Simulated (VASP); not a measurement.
# C (I4_1/amd) in VASP: a series of runs

C is run at these levels: PBEsol; tasks: single point.

Everything below comes from runs of VASP 6.6.1. Logs are shortened: lines on timing, memory, paths and dates and some standing lists are left out, and cuts for length are marked.

## (1) The cell of the first run

The structure is tetragonal, space group I4_1/amd (No. 141). The conventional cell has a = 2.500 Å, b = 2.500 Å, c = 3.564 Å, α = 90.00°, β = 90.00°, γ = 90.00°. Within 2.0 Å of C (site symmetry -4m2) lie 4 C at 1.54 Å.

## (2) Single point, PBEsol (in-plane strain -0.005)

Contents of INCAR:

```
PREC = Accurate ; ENCUT = 520
EDIFF = 1E-6 ; ISMEAR = 0
SIGMA = 0.01 ; LREAL = F
LASPH = T ; NELM = 100
ALGO = Normal ; ISIF = 2
LWAVE = F ; LCHARG = T
GGA = PS ; LELF = T
LVHAR = T ; NBANDS = 11
```

Contents of KPOINTS:

```
Automatic mesh
0
Gamma
  12 12 12
```

Contents of POSCAR:

```
C
1.0
    1.7680192062      1.7680192062      0.0000000000
   -1.7680192062      1.7680192062      0.0000000000
    0.0000000000      1.7680192062      1.7822344360
C
2
Direct
    0.5000000000      0.5000000000      0.0000000000
    0.7500000000      0.2500000000      0.5000000000
```

Potentials or basis: VASP PAW PBE potentials, release 64 (C).

Command:

```bash
$ cat potpaw_PBE.64/C/POTCAR > POTCAR
$ mpirun -np 1 vasp_std > vasp.out
```

OUTCAR:

```text
PREC = Accurate
   ENCUT = 520
   EDIFF = 1E-6
   ISMEAR = 0
   LREAL = F
   LASPH = T
   NELM = 100
   ISIF = 2
   GGA = PS

 ion  position               nearest neighbor table
   1  0.500  0.500  0.000-   2 1.54   2 1.54   2 1.54   2 1.54
   2  0.750  0.250  0.500-   1 1.54   1 1.54   1 1.54   1 1.54

  LATTYP: Found a body centered tetragonal cell.
 ALAT       =     2.5003567399
 C/A-ratio  =     1.4255841237

  Lattice vectors:

 A1 = (   1.7680192062,   0.0000000000,  -1.7822344360)
 A2 = (  -1.7680192062,   0.0000000000,  -1.7822344360)
 A3 = (   0.0000000000,   1.7680192062,   1.7822344360)

Analysis of symmetry for initial positions (statically):
=====================================================================
 Subroutine PRICEL returns:
 Original cell was already a primitive cell.

 Routine SETGRP: Setting up the symmetry group for a
 body centered tetragonal supercell.

 Subroutine GETGRP returns: Found 16 space group operations
 (whereof  8 operations were pure point group operations)
 out of a pool of 16 trial point group operations.

The static configuration has the point symmetry D_2d.
 The point group associated with its full space group is D_4h.

Analysis of symmetry for dynamics (positions and initial velocities):
=====================================================================
 Subroutine PRICEL returns:
 Original cell was already a primitive cell.

 Routine SETGRP: Setting up the symmetry group for a
 body centered tetragonal supercell.

 Subroutine GETGRP returns: Found 16 space group operations
 (whereof  8 operations were pure point group operations)
 out of a pool of 16 trial point group operations.

The dynamic configuration has the point symmetry D_2d.
 The point group associated with its full space group is D_4h.

 Subroutine INISYM returns: Found 16 space group operations
 (whereof  8 operations are pure point group operations),
 and found     1 'primitive' translations

----------------------------------------------------------------------------------------

                                     Primitive cell

  volume of cell :      11.1421

  direct lattice vectors                    reciprocal lattice vectors
     1.768019206  1.768019206  0.000000000     0.282802358  0.282802358 -0.280546706
    -1.768019206  1.768019206  0.000000000    -0.282802358  0.282802358 -0.280546706
     0.000000000  1.768019206  1.782234436     0.000000000  0.000000000  0.561093412

  length of vectors
     2.500356740  2.500356740  2.510428549     0.488529222  0.488529222  0.561093412

[... 83 lines left out ...]
   NSW    =      0    number of steps for IOM
   IBRION =     -1    ionic relax: 0-MD 1-quasi-New 2-CG
   NFREE  =      0    steps in history (QN), initial steepest desc. (CG)
   ISIF   =      2    stress and relaxation
   ISYM   =      2    0-nonsym 1-usesym 2-fastsym
   POTIM  = 0.5000    time-step for ionic-motion
   TEBEG  =    0.0;   TEEND  =   0.0 temperature during run
   PSTRESS=    0.0 pullay stress
   NELECT =       8.0000    total number of electrons
   NUPDOWN=      -1.0000    fix difference up-down
   EMIN   =  10.00;   EMAX   =-10.00  energy-range for DOS
   EFERMI =   0.00;   METHOD = LEGACY
   ISMEAR =     0;   SIGMA  =   0.01  broadening in eV -4-tet -1-fermi 0-gaus
   EFERMI_NEDOS =   21; number of points for ismear=-14 and -15
   IALGO  =     38    algorithm
   IMIX   =      4    mixing-type and parameters
     AMIX     =   0.40;   BMIX     =  1.00
     AMIX_MAG =   1.60;   BMIX_MAG =  1.00
  volume/ion in A,a.u.               =       5.57        37.60
  Fermi-wavevector in a.u.,A,eV,Ry     =   1.465937  2.770219 29.238519  2.148971
  Thomas-Fermi vector in A             =   2.581734
   LORBIT       =      0    0 simple, 1 ext, 2 COOP (PROOUT), +10 PAW based schemes
   GGA     = PS    functional components
   LHFCALC =     F    Hartree Fock is set to
   AEXX    =    0.0000 exact exchange contribution
   IVDW    =     0    specifies the selected vdW correction
   LEPSILON=     F    determine dielectric tensor
   LRPA    =     F    only Hartree local field effects (RPA)
 non-spin polarized calculation
 Gauss-broadening in eV      SIGMA  =   0.01
  energy-cutoff  :      520.00
  volume of cell :       11.14
 maximum number of plane-waves:       313
   NGX =  9   NGY =  9   NGZ =  9

 number of electron       7.9999999 magnetization

 Free energy of the ion-electron system (eV)
  ---------------------------------------------------
  ext. energy  EPLUGINS =         0.00000000
  ---------------------------------------------------
  free energy    TOTEN  =       -19.24686595 eV

  energy without entropy =      -19.24686595  energy(sigma->0) =      -19.24686595

 E-fermi :  10.1617     XC(G=0): -13.5216

 val. band max:       10.0117067181   @ k =   0.0000   0.0000   0.0000
 cond. band min:      13.9858384073   @ k =  -0.3333   0.3333   0.0000
 fundamental gap:      3.9741316892
 Fermi energy:        10.1616870133

 k-point     1 :       0.0000    0.0000    0.0000
  band No.  band energies     occupation
      1     -11.7940      2.00000
      2       9.8883      2.00000
      3      10.0117      2.00000
      4      10.0117      2.00000
      5      15.5268      0.00000
      6      15.5268      0.00000
      7      15.6254      0.00000
      8      23.7490      0.00000
      9      29.1612      0.00000
     10      36.4134      0.00000
     11      36.8519      0.00000
[... 309 lines left out ...]
 k-point    24 :      -0.4167    0.1667    0.0000
  band No.  band energies     occupation
      1      -7.5364      2.00000
      2       0.0210      2.00000
      3       5.6644      2.00000
      4       5.7962      2.00000
      5      16.5636      0.00000
      6      20.9869      0.00000
      7      21.3551      0.00000
      8      22.6241      0.00000
      9      31.0746      0.00000
     10      32.6793      0.00000
     11      37.4616      0.00000

 [... further k-points ...]
[... 5 lines left out ...]
  --------------------------------------------------------------------------------------
  -------------------------------------------------------------------------------------
  Total        0.4773958      0.4773958     -0.0486398      0.0000000      0.0000000     -0.0000000
  in kB       68.6468138     68.6468138     -6.9941334      0.0000000      0.0000000     -0.0000000
  external PRESSURE =      43.4331647 kB  Pullay stress =       0.0000000 kB

 VOLUME and BASIS-vectors are now :
 -----------------------------------------------------------------------------
  energy-cutoff  :      520.00
  volume of cell :       11.14
      direct lattice vectors                 reciprocal lattice vectors
     1.768019206  1.768019206  0.000000000     0.282802358  0.282802358 -0.280546706
    -1.768019206  1.768019206  0.000000000    -0.282802358  0.282802358 -0.280546706
     0.000000000  1.768019206  1.782234436     0.000000000  0.000000000  0.561093412

 POSITION                                       TOTAL-FORCE (eV/Angst)
 -----------------------------------------------------------------------------------
      0.00000      1.76802      0.00000         0.000000      0.000000      0.000000
      0.88401      2.65203      0.89112        -0.000000     -0.000000      0.000000
 -----------------------------------------------------------------------------------
    total drift:                                0.000000     -0.000000      0.000000

  FREE ENERGIE OF THE ION-ELECTRON SYSTEM (eV)
  ---------------------------------------------------
  free  energy   TOTEN  =       -19.2468659453 eV

  energy  without entropy=      -19.2468659453  energy(sigma->0) =      -19.24686595
```

Run time: 22 s. Hardware: 1 thread of Intel Xeon 8259CL, shared host; peak memory 0.13 GiB.

What came out:

| Quantity | Value |
| --- | --- |
| Free energy | -19.2469 eV |
| Pressure | 4.3 GPa |
| Band gap on the k mesh | 3.97 eV, indirect (least direct gap 5.52 eV) |

Levels at points of the mesh, in eV from the valence-band top:
```csv
k point,band 1,band 2,band 3,band 4,band 5,band 6,band 7,band 8,band 9
"(0.00, 0.00, 0.00)",-21.81,-0.12,0.00,0.00,5.52,5.52,5.61,13.74,19.15
"(0.50, 0.00, 0.00)",-15.87,-13.71,-2.97,-2.83,8.35,8.45,9.08,15.61,21.87
"(0.50, 0.50, 0.00)",-12.90,-12.90,-6.53,-6.53,4.53,4.53,17.03,17.03,23.42
"(0.00, 0.00, 0.50)",-13.03,-13.03,-6.41,-6.41,4.72,4.72,16.99,16.99,23.30
```

Caveat: the cell differs from its parent crystal (in-plane strain -0.005); the PAW data sets were made with another functional, which shifts forces and pressure a little.

## (3) Single point, PBEsol (in-plane strain +0.005, then relaxed in part)

Contents of INCAR:

```
PREC     = Accurate       # precision mode
ENCUT    = 520            # plane-wave cutoff, eV
EDIFF    = 1E-7           # SCF threshold, eV
ISMEAR   = 0              # smearing method
SIGMA    = 0.01           # smearing width, eV
LREAL    = F              # projectors in reciprocal space
LASPH    = T              # aspherical terms in the spheres
NELM     = 100            # most SCF steps
ALGO     = Normal         # electronic algorithm
ISIF     = 2              # what is computed and relaxed
LWAVE    = F              # write WAVECAR
LCHARG   = F              # write CHGCAR
GGA      = PS             # functional
NBANDS   = 11             # bands
```

Contents of KPOINTS:

```
regular mesh
0
Gamma
  12 12 12
```

Contents of POSCAR:

```
C
1.0
    1.7857882435      1.7857882435      0.0000000000
   -1.7857882435      1.7857882435      0.0000000000
    0.0000000000      1.7857882435      1.7745347596
C
2
Direct
    0.5000000000      0.5000000000      0.0000000000
    0.7500000000      0.2500000000      0.5000000000
```

Potentials or basis: VASP PAW PBE potentials, release 64 (C).

Command:

```bash
$ cat potpaw_PBE.64/C/POTCAR > POTCAR
$ mpirun -np 1 vasp_std > vasp.out
```

OUTCAR:

```text
PREC = Accurate
   ENCUT = 520
   EDIFF = 1E-7
   ISMEAR = 0
   LREAL = F
   LASPH = T
   NELM = 100
   ISIF = 2
   GGA = PS

 ion  position               nearest neighbor table
   1  0.500  0.500  0.000-   2 1.54   2 1.54   2 1.54   2 1.54
   2  0.750  0.250  0.500-   1 1.54   1 1.54   1 1.54   1 1.54

  LATTYP: Found a body centered tetragonal cell.
 ALAT       =     2.5254859535
 C/A-ratio  =     1.4053016269

  Lattice vectors:

 A1 = (   1.7857882435,   0.0000000000,  -1.7745347596)
 A2 = (  -1.7857882435,   0.0000000000,  -1.7745347596)
 A3 = (   0.0000000000,   1.7857882435,   1.7745347596)

Analysis of symmetry for initial positions (statically):
=====================================================================
 Subroutine PRICEL returns:
 Original cell was already a primitive cell.

 Routine SETGRP: Setting up the symmetry group for a
 body centered tetragonal supercell.

 Subroutine GETGRP returns: Found 16 space group operations
 (whereof  8 operations were pure point group operations)
 out of a pool of 16 trial point group operations.

The static configuration has the point symmetry D_2d.
 The point group associated with its full space group is D_4h.

Analysis of symmetry for dynamics (positions and initial velocities):
=====================================================================
 Subroutine PRICEL returns:
 Original cell was already a primitive cell.

 Routine SETGRP: Setting up the symmetry group for a
 body centered tetragonal supercell.

 Subroutine GETGRP returns: Found 16 space group operations
 (whereof  8 operations were pure point group operations)
 out of a pool of 16 trial point group operations.

The dynamic configuration has the point symmetry D_2d.
 The point group associated with its full space group is D_4h.

 Subroutine INISYM returns: Found 16 space group operations
 (whereof  8 operations are pure point group operations),
 and found     1 'primitive' translations

----------------------------------------------------------------------------------------
[... 116 lines left out ...]
  Thomas-Fermi vector in A             =   2.575000
   LORBIT       =      0    0 simple, 1 ext, 2 COOP (PROOUT), +10 PAW based schemes
   GGA     = PS    functional components
   LHFCALC =     F    Hartree Fock is set to
   AEXX    =    0.0000 exact exchange contribution
   IVDW    =     0    specifies the selected vdW correction
   LEPSILON=     F    determine dielectric tensor
   LRPA    =     F    only Hartree local field effects (RPA)
 non-spin polarized calculation
 Gauss-broadening in eV      SIGMA  =   0.01
  energy-cutoff  :      520.00
  volume of cell :       11.32
 maximum number of plane-waves:       323
   NGX =  9   NGY =  9   NGZ =  9

 number of electron       7.9999999 magnetization

 Free energy of the ion-electron system (eV)
  ---------------------------------------------------
  ext. energy  EPLUGINS =         0.00000000
  ---------------------------------------------------
  free energy    TOTEN  =       -19.24846872 eV

  energy without entropy =      -19.24846872  energy(sigma->0) =      -19.24846872

 E-fermi :   9.9221     XC(G=0): -13.4441

 val. band max:        9.8054748454   @ k =   0.0000   0.0000   0.0000
 cond. band min:      13.6856297339   @ k =   0.0000   0.0000   0.3333
 fundamental gap:      3.8801548885
 Fermi energy:         9.9221468248

 k-point     1 :       0.0000    0.0000    0.0000
  band No.  band energies     occupation
      1     -11.8102      2.00000
      2       9.7105      2.00000
      3       9.7105      2.00000
      4       9.8055      2.00000
      5      15.2365      0.00000
      6      15.3137      0.00000
      7      15.3137      0.00000
      8      23.1617      0.00000
      9      28.7288      0.00000
     10      36.0679      0.00000
     11      36.3943      0.00000
[... 309 lines left out ...]
 k-point    24 :      -0.4167    0.1667    0.0000
  band No.  band energies     occupation
      1      -7.6243      2.00000
      2      -0.0755      2.00000
      3       5.4118      2.00000
      4       5.6846      2.00000
      5      16.3624      0.00000
      6      20.6553      0.00000
      7      20.8914      0.00000
      8      22.3435      0.00000
      9      30.5974      0.00000
     10      32.0717      0.00000
     11      37.0179      0.00000

 [... further k-points ...]
[... 5 lines left out ...]
  --------------------------------------------------------------------------------------
  -------------------------------------------------------------------------------------
  Total       -0.3314840     -0.3314840      0.0772482      0.0000000      0.0000000     -0.0000000
  in kB      -46.9244010    -46.9244010     10.9351488      0.0000000      0.0000000     -0.0000000
  external PRESSURE =     -27.6378844 kB  Pullay stress =       0.0000000 kB

 VOLUME and BASIS-vectors are now :
 -----------------------------------------------------------------------------
  energy-cutoff  :      520.00
  volume of cell :       11.32
      direct lattice vectors                 reciprocal lattice vectors
     1.785788244  1.785788244  0.000000000     0.279988404  0.279988404 -0.281763993
    -1.785788244  1.785788244  0.000000000    -0.279988404  0.279988404 -0.281763993
     0.000000000  1.785788244  1.774534760     0.000000000  0.000000000  0.563527986

 POSITION                                       TOTAL-FORCE (eV/Angst)
 -----------------------------------------------------------------------------------
      0.00000      1.78579      0.00000         0.000000      0.000000      0.000000
      0.89289      2.67868      0.88727        -0.000000     -0.000000      0.000000
 -----------------------------------------------------------------------------------
    total drift:                                0.000000     -0.000000      0.000000

  FREE ENERGIE OF THE ION-ELECTRON SYSTEM (eV)
  ---------------------------------------------------
  free  energy   TOTEN  =       -19.2484687224 eV

  energy  without entropy=      -19.2484687224  energy(sigma->0) =      -19.24846872
```

OSZICAR:

```text
N       E                     dE             d eps       ncg     rms          rms(c)
DAV:   1    -0.378655448756E+00   -0.37866E+00   -0.48182E+03  3818   0.702E+02
DAV:   2    -0.195788759352E+02   -0.19200E+02   -0.18580E+02  4766   0.127E+02
DAV:   3    -0.199151940972E+02   -0.33632E+00   -0.33556E+00  4157   0.127E+01
DAV:   4    -0.199157060486E+02   -0.51195E-03   -0.51194E-03  3831   0.626E-01
DAV:   5    -0.199157066359E+02   -0.58734E-06   -0.58733E-06  4110   0.196E-02    0.561E+00
DAV:   6    -0.194205040747E+02    0.49520E+00   -0.25366E-01  3637   0.349E+00    0.331E+00
DAV:   7    -0.192478732235E+02    0.17263E+00   -0.30503E-01  3883   0.386E+00    0.692E-01
DAV:   8    -0.192484427528E+02   -0.56953E-03   -0.75266E-03  3757   0.679E-01    0.295E-02
DAV:   9    -0.192484607036E+02   -0.17951E-04   -0.15421E-05  4249   0.354E-02    0.215E-02
DAV:  10    -0.192484688667E+02   -0.81631E-05   -0.35591E-06  3883   0.165E-02    0.449E-03
DAV:  11    -0.192484687259E+02    0.14080E-06   -0.95504E-08  4249   0.264E-03    0.395E-04
DAV:  12    -0.192484687224E+02    0.35084E-08   -0.30099E-09  1967   0.539E-04
   1 F= -.19248469E+02 E0= -.19248469E+02  d E =-.248996E-64
```

It took 29 s on 1 thread of Intel Xeon 8259CL, shared host; peak memory 0.13 GiB.

Results:

* Free energy: -19.2485 eV
* Pressure: -2.8 GPa
* Band gap on the k mesh: 3.88 eV, indirect (least direct gap 5.43 eV)

Caveat: the cell differs from its parent crystal (in-plane strain +0.005, then relaxed in part); the PAW data sets were made with another functional, which shifts forces and pressure a little. A k mesh can miss the band edges.

(Continued in part 2 of 2.)
